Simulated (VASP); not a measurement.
# P4C (Pm-3m) in VASP: notebook

Runs on P4C. Level: PBE. Tasks: single point, relaxation of cell and atoms.

Everything below comes from runs of VASP 6.6.1. Logs are shortened: lines on timing, memory, paths and dates and some standing lists are left out, and cuts for length are marked.

### Step 1. The cell of the first run

Symmetry: Pm-3m, No. 221, cubic system. The conventional cell has a = 4.382 Å, b = 4.382 Å, c = 4.382 Å, α = 90.00°, β = 90.00°, γ = 90.00°. Within 2.9 Å of P (site symmetry m-3m) lie 6 P at 2.19 Å. Within 2.9 Å of P (site symmetry 4/mmm) lie 2 P at 2.19 Å. Within 4.1 Å of C (site symmetry m-3m) lie 20 P at 3.10 to 3.79 Å.

The cell was generated, and may not be a known phase.

### Step 2. Single point, PBE

File INCAR:

```
SYSTEM = P4C
ALGO = Normal ; EDIFF = 1E-6
ENCUT = 520 ; GGA = PE
ISIF = 2 ; ISMEAR = 0
LASPH = .TRUE. ; LCHARG = .FALSE.
LREAL = .FALSE. ; LWAVE = .FALSE.
NBANDS = 20 ; NELM = 80
PREC = Accurate ; SIGMA = 0.1
```

File KPOINTS:

```
k-points
0
G
  8 8 8
  0 0 0
```

File POSCAR:

```
P4C
1.0
    4.3816097734      0.0000000000      0.0000000000
    0.0000000000      4.3816097734      0.0000000000
    0.0000000000      0.0000000000      4.3816097734
P C
4 1
Direct
    0.5000000000      0.5000000000      0.5000000000
    0.0000000000      0.5000000000      0.5000000000
    0.5000000000      0.0000000000      0.5000000000
    0.5000000000      0.5000000000      0.0000000000
    0.0000000000      0.0000000000      0.0000000000
```

Potentials or basis: VASP PAW PBE potentials, release 64 (P, C).

The run is started by

```sh
> cat potpaw_PBE.64/P/POTCAR potpaw_PBE.64/C/POTCAR > POTCAR
> mpirun -np 1 vasp_std > vasp.out
```

OUTCAR:

```text
SYSTEM = P4C
   EDIFF = 1E-6
   ENCUT = 520
   GGA = PE
   ISIF = 2
   ISMEAR = 0
   LASPH = .TRUE.
   LREAL = .FALSE.
   NELM = 80
   PREC = Accurate

 ion  position               nearest neighbor table
   1  0.500  0.500  0.500-   2 2.19   3 2.19   4 2.19   4 2.19   3 2.19   2 2.19
   2  0.000  0.500  0.500-   1 2.19   1 2.19
   3  0.500  0.000  0.500-   1 2.19   1 2.19
   4  0.500  0.500  0.000-   1 2.19   1 2.19
   5  0.000  0.000  0.000-

  LATTYP: Found a simple cubic cell.
 ALAT       =     4.3816097734

  Lattice vectors:

 A1 = (   4.3816097734,   0.0000000000,   0.0000000000)
 A2 = (   0.0000000000,   4.3816097734,   0.0000000000)
 A3 = (   0.0000000000,   0.0000000000,   4.3816097734)

Analysis of symmetry for initial positions (statically):
=====================================================================
 Subroutine PRICEL returns:
 Original cell was already a primitive cell.

 Routine SETGRP: Setting up the symmetry group for a
 simple cubic supercell.

 Subroutine GETGRP returns: Found 48 space group operations
 (whereof 48 operations were pure point group operations)
 out of a pool of 48 trial point group operations.

The static configuration has the point symmetry O_h .

Analysis of symmetry for dynamics (positions and initial velocities):
=====================================================================
 Subroutine PRICEL returns:
 Original cell was already a primitive cell.

 Routine SETGRP: Setting up the symmetry group for a
 simple cubic supercell.

 Subroutine GETGRP returns: Found 48 space group operations
 (whereof 48 operations were pure point group operations)
 out of a pool of 48 trial point group operations.

The dynamic configuration has the point symmetry O_h .

 Subroutine INISYM returns: Found 48 space group operations
 (whereof 48 operations are pure point group operations),
 and found     1 'primitive' translations

----------------------------------------------------------------------------------------

                                     Primitive cell

  volume of cell :      84.1204

  direct lattice vectors                    reciprocal lattice vectors
     4.381609773  0.000000000  0.000000000     0.228226623  0.000000000  0.000000000
     0.000000000  4.381609773  0.000000000     0.000000000  0.228226623  0.000000000
     0.000000000  0.000000000  4.381609773     0.000000000  0.000000000  0.228226623

  length of vectors
     4.381609773  4.381609773  4.381609773     0.228226623  0.228226623  0.228226623

  position of ions in fractional coordinates (direct lattice)
     0.500000000  0.500000000  0.500000000
     0.000000000  0.500000000  0.500000000
     0.500000000  0.000000000  0.500000000
     0.500000000  0.500000000  0.000000000
     0.000000000  0.000000000  0.000000000

  ion indices of the primitive-cell ions
   primitive index   ion index
                 1           1
                 2           2
                 3           3
                 4           4
                 5           5

----------------------------------------------------------------------------------------

 KPOINTS: k-points

Automatic generation of k-mesh.
 Grid dimensions read from file:
 generate k-points for:    8    8    8

 Generating k-lattice:

  Cartesian coordinates                     Fractional coordinates (reciprocal lattice)
     0.028528328  0.000000000  0.000000000     0.125000000  0.000000000  0.000000000
     0.000000000  0.028528328  0.000000000     0.000000000  0.125000000  0.000000000
     0.000000000  0.000000000  0.028528328     0.000000000  0.000000000  0.125000000

  Length of vectors
     0.028528328  0.028528328  0.028528328

  Shift w.r.t. Gamma in fractional coordinates (k-lattice)
     0.000000000  0.000000000  0.000000000

 Subroutine IBZKPT returns following result:
 ===========================================

 Found     35 irreducible k-points:

 Following reciprocal coordinates:
            Coordinates               Weight
  0.000000  0.000000  0.000000      1.000000
  0.125000  0.000000  0.000000      6.000000
  0.250000  0.000000  0.000000      6.000000
  0.375000  0.000000  0.000000      6.000000
  0.500000  0.000000  0.000000      3.000000
  0.125000  0.125000  0.000000     12.000000
[... 16 lines left out ...]
  0.375000  0.375000  0.125000     24.000000
  0.500000  0.375000  0.125000     24.000000
 [... further k-points ...]
   k-points           NKPTS =     35   k-points in BZ     NKDIM =     35   number of bands    NBANDS=     20
   number of dos      NEDOS =    301   number of ions     NIONS =      5
   total plane-waves  NPLWV =  46656
   dimension x,y,z NGX =    36 NGY =   36 NGZ =   36
   dimension x,y,z NGXF=    72 NGYF=   72 NGZF=   72
   ions per type =               4   1
   NGX,Y,Z   is equivalent  to a cutoff of  13.66, 13.66, 13.66 a.u.
   NGXF,Y,Z  is equivalent  to a cutoff of  27.32, 27.32, 27.32 a.u.
 SYSTEM =  P4C
   PREC   = accura    normal or accurate (medium, high low for compatibility)
   ISTART =      0    job   : 0-new  1-cont  2-samecut
   ICHARG =      2    charge: 1-file 2-atom 10-const
   ISPIN  =      1    spin polarized calculation?
   LNONCOLLINEAR =      F non collinear calculations
   LSORBIT =      F    spin-orbit coupling
   LASPH  =      T    aspherical Exc in radial PAW
   ENCUT  =  520.0 eV  38.22 Ry    6.18 a.u.   8.15  8.15  8.15*2*pi/ulx,y,z
   NELM   =     80;   NELMIN=  2; NELMDL= -5     # of ELM steps
   EDIFF  = 0.1E-05   stopping-criterion for ELM
   LREAL  =      F    real-space projection
   EDIFFG = 0.1E-04   stopping-criterion for IOM
   NSW    =      0    number of steps for IOM
   IBRION =     -1    ionic relax: 0-MD 1-quasi-New 2-CG
   NFREE  =      0    steps in history (QN), initial steepest desc. (CG)
   ISIF   =      2    stress and relaxation
   ISYM   =      2    0-nonsym 1-usesym 2-fastsym
   POTIM  = 0.5000    time-step for ionic-motion
   TEBEG  =    0.0;   TEEND  =   0.0 temperature during run
   PSTRESS=    0.0 pullay stress
   NELECT =      24.0000    total number of electrons
   NUPDOWN=      -1.0000    fix difference up-down
   EMIN   =  10.00;   EMAX   =-10.00  energy-range for DOS
   EFERMI =   0.00;   METHOD = LEGACY
   ISMEAR =     0;   SIGMA  =   0.10  broadening in eV -4-tet -1-fermi 0-gaus
   EFERMI_NEDOS =   21; number of points for ismear=-14 and -15
   IALGO  =     38    algorithm
   IMIX   =      4    mixing-type and parameters
     AMIX     =   0.40;   BMIX     =  1.00
     AMIX_MAG =   1.60;   BMIX_MAG =  1.00
  volume/ion in A,a.u.               =      16.82       113.53
  Fermi-wavevector in a.u.,A,eV,Ry     =   1.077734  2.036622 15.803308  1.161510
  Thomas-Fermi vector in A             =   2.213654
   LORBIT       =      0    0 simple, 1 ext, 2 COOP (PROOUT), +10 PAW based schemes
   GGA     = PE    functional components
   LHFCALC =     F    Hartree Fock is set to
   AEXX    =    0.0000 exact exchange contribution
   IVDW    =     0    specifies the selected vdW correction
   LEPSILON=     F    determine dielectric tensor
   LRPA    =     F    only Hartree local field effects (RPA)
 non-spin polarized calculation
 Gauss-broadening in eV      SIGMA  =   0.10
  energy-cutoff  :      520.00
  volume of cell :       84.12
 maximum number of plane-waves:      2301
 NGX is ok and might be reduce to    36
   NGX = 17   NGY = 17   NGZ = 17

 number of electron      24.0000003 magnetization

 Free energy of the ion-electron system (eV)
  ---------------------------------------------------
  ext. energy  EPLUGINS =         0.00000000
  ---------------------------------------------------
  free energy    TOTEN  =       -20.50171965 eV

  energy without entropy =      -20.47743699  energy(sigma->0) =      -20.48957832

 E-fermi :   5.9164     XC(G=0): -10.2478

 val. band max:        5.9088907895   @ k =   0.5000   0.1250   0.1250
 cond. band min:       5.9330606667   @ k =   0.2500   0.1250   0.0000
 fundamental gap:      0.0241698772
 Fermi energy:         5.9163926366

 k-point     1 :       0.0000    0.0000    0.0000
  band No.  band energies     occupation
      1     -10.2155      2.00000
      2      -3.0415      2.00000
      3      -3.0415      2.00000
      4      -2.9596      2.00000
      5      -1.8376      2.00000
      6      -1.8376      2.00000
[... 12 lines left out ...]
     19       9.4497      0.00000
     20       9.4497      0.00000

 k-point     2 :       0.1250    0.0000    0.0000
  band No.  band energies     occupation
      1     -10.1420      2.00000
      2      -3.9288      2.00000
      3      -3.0219      2.00000
      4      -2.9091      2.00000
      5      -1.7918      2.00000
      6      -1.7918      2.00000
[... 12 lines left out ...]
     19      10.2274      0.00000
     20      10.2274      0.00000

 k-point     3 :       0.2500    0.0000    0.0000
  band No.  band energies     occupation
      1      -9.9424      2.00000
      2      -5.0562      2.00000
      3      -2.9736      2.00000
      4      -2.7263      2.00000
      5      -1.6737      2.00000
      6      -1.6737      2.00000
[... 12 lines left out ...]
     19      11.8452      0.00000
     20      11.8483      0.00000

 k-point     4 :       0.3750    0.0000    0.0000
  band No.  band energies     occupation
      1      -9.6978      2.00000
      2      -5.8889      2.00000
      3      -2.9238      2.00000
      4      -2.4926      2.00000
      5      -1.5426      2.00000
      6      -1.5426      2.00000
[... 429 lines left out ...]
 k-point    23 :       0.3750    0.3750    0.1250
  band No.  band energies     occupation
      1      -9.0636      2.00000
      2      -5.5440      2.00000
      3      -5.4386      2.00000
      4      -3.0806      2.00000
      5      -2.6995      2.00000
      6       0.2785      2.00000
[... 12 lines left out ...]
     19      10.6485      0.00000
     20      13.5401      0.00000

 k-point    24 :       0.5000    0.3750    0.1250
  band No.  band energies     occupation
      1      -8.9275      2.00000
      2      -5.8230      2.00000
      3      -5.4182      2.00000
      4      -2.9416      2.00000
      5      -2.9099      2.00000
      6       0.3333      2.00000
[... 12 lines left out ...]
     19      10.2587      0.00000
     20      13.9382      0.00000

 [... further k-points ...]

------------------------ aborting loop because EDIFF is reached ----------------------------------------

  FORCE on cell =-STRESS in cart. coord.  units (eV):
  Direction    XX          YY          ZZ          XY          YZ          ZX
  --------------------------------------------------------------------------------------
  -------------------------------------------------------------------------------------
  Total       -0.1027438     -0.1027438     -0.1027438     -0.0000000      0.0000000     -0.0000000
  in kB       -1.9568841     -1.9568841     -1.9568841     -0.0000000      0.0000000     -0.0000000
  external PRESSURE =      -1.9568841 kB  Pullay stress =       0.0000000 kB

 VOLUME and BASIS-vectors are now :
 -----------------------------------------------------------------------------
  energy-cutoff  :      520.00
  volume of cell :       84.12
      direct lattice vectors                 reciprocal lattice vectors
     4.381609773  0.000000000  0.000000000     0.228226623  0.000000000  0.000000000
     0.000000000  4.381609773  0.000000000     0.000000000  0.228226623  0.000000000
     0.000000000  0.000000000  4.381609773     0.000000000  0.000000000  0.228226623

 POSITION                                       TOTAL-FORCE (eV/Angst)
 -----------------------------------------------------------------------------------
      2.19080      2.19080      2.19080         0.000000      0.000000      0.000000
      0.00000      2.19080      2.19080         0.000000      0.000000      0.000000
      2.19080      0.00000      2.19080         0.000000      0.000000      0.000000
      2.19080      2.19080      0.00000         0.000000      0.000000      0.000000
      0.00000      0.00000      0.00000         0.000000      0.000000      0.000000
 -----------------------------------------------------------------------------------
    total drift:                               -0.000000      0.000000      0.000000

  FREE ENERGIE OF THE ION-ELECTRON SYSTEM (eV)
  ---------------------------------------------------
  free  energy   TOTEN  =       -20.5017196504 eV

  energy  without entropy=      -20.4774369861  energy(sigma->0) =      -20.48957832
```

Wall time 2.2 min (1 thread of AMD EPYC 7R13, shared host); peak memory 0.19 GiB.

What came out:

- Free energy: -20.5017 eV
- Pressure: -0.2 GPa
- Band gap on the k mesh: zero (bands 12 and 13 overlap by 2.15 eV)

(Part 1 of 2 ends here.)

The gap in the log of VASP goes by the Fermi energy; the results here count the filled bands.